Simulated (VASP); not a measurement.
Set up this calculation in VASP 6.6.1, as the native input.

| Item | Value |
| --- | --- |
| Task | density of states |
| Functional | PBEsol |
| Potentials or basis | VASP PAW PBE potentials, release 64 (B, Cu, C) |
| Cutoff | 520 eV |
| k mesh | 9 × 9 × 9 |
| Occupations | methfessel-paxton, width 0.1154 eV |
| Spin | no spin polarisation |
| Dipole correction | no |
| k mesh for the DOS | 14 × 14 × 14 |
| Occupations for the DOS | tetrahedron |
| Further INCAR settings | ALGO = Normal; EDIFF = 1e-07; NBANDS = 24 |

Crystal: Cu2BC2.

```
B Cu C
1.0
     0.00000    3.01757    0.00000
     3.01757    0.00000    0.00000
     1.50879    1.50879   -4.84228
B Cu C
1 2 2
Direct
  0.00000 0.00000 0.00000
  0.34759 0.34759 0.30482
  0.65241 0.65241 0.69518
  0.13816 0.13816 0.72368
  0.86184 0.86184 0.27632
```

The input as run:

POSCAR

```
Cu2BC2
1.0
    0.0000000000      3.0175750000      0.0000000000
    3.0175750000      0.0000000000      0.0000000000
    1.5087870000      1.5087870000     -4.8422830000
B Cu C
1 2 2
Direct
    0.0000000000      0.0000000000      0.0000000000
    0.3475900000      0.3475900000      0.3048200000
    0.6524100000      0.6524100000      0.6951800000
    0.1381600000      0.1381600000      0.7236800000
    0.8618400000      0.8618400000      0.2763200000
```

INCAR.step1

```
PREC = Accurate
ENCUT = 520
EDIFF = 1E-7
ISMEAR = 1
SIGMA = 0.1154
LREAL = False
LASPH = True
NELM = 80
ALGO = Normal
ISIF = 2
LWAVE = False
LCHARG = True
LMAXMIX = 4
GGA = PS
NBANDS = 24
```

KPOINTS.step1

```
regular mesh
0
Gamma
  9 9 9
```

INCAR.step2

```
PREC = Accurate
ENCUT = 520
EDIFF = 1E-7
ISMEAR = -5
SIGMA = 0.1154
LREAL = False
LASPH = True
NELM = 80
ALGO = Normal
ISIF = 2
LWAVE = False
LCHARG = False
LMAXMIX = 4
GGA = PS
LORBIT = 11
NBANDS = 24
NEDOS = 2001
ICHARG = 11
```

KPOINTS.step2

```
regular mesh
0
Gamma
  14 14 14
```

Potentials or basis: VASP PAW PBE potentials, release 64 (B, Cu, C).

Command:

```sh
$ cat potpaw_PBE.64/B/POTCAR potpaw_PBE.64/Cu/POTCAR potpaw_PBE.64/C/POTCAR > POTCAR
$ cp INCAR.step1 INCAR
$ cp KPOINTS.step1 KPOINTS
$ mpirun -np 1 vasp_std > vasp.out
$ cp INCAR.step2 INCAR
$ cp KPOINTS.step2 KPOINTS
$ mpirun -np 1 vasp_std > vasp.out
```

Results of the run:

* Valence electrons inside the program's atomic spheres: B 2.40; Cu 10.01; C 2.50

Wall time 5.7 min on 1 thread of AMD EPYC 7R43 64-Core Processor (Zen 3), on a shared host, peak memory 0.32 GiB.
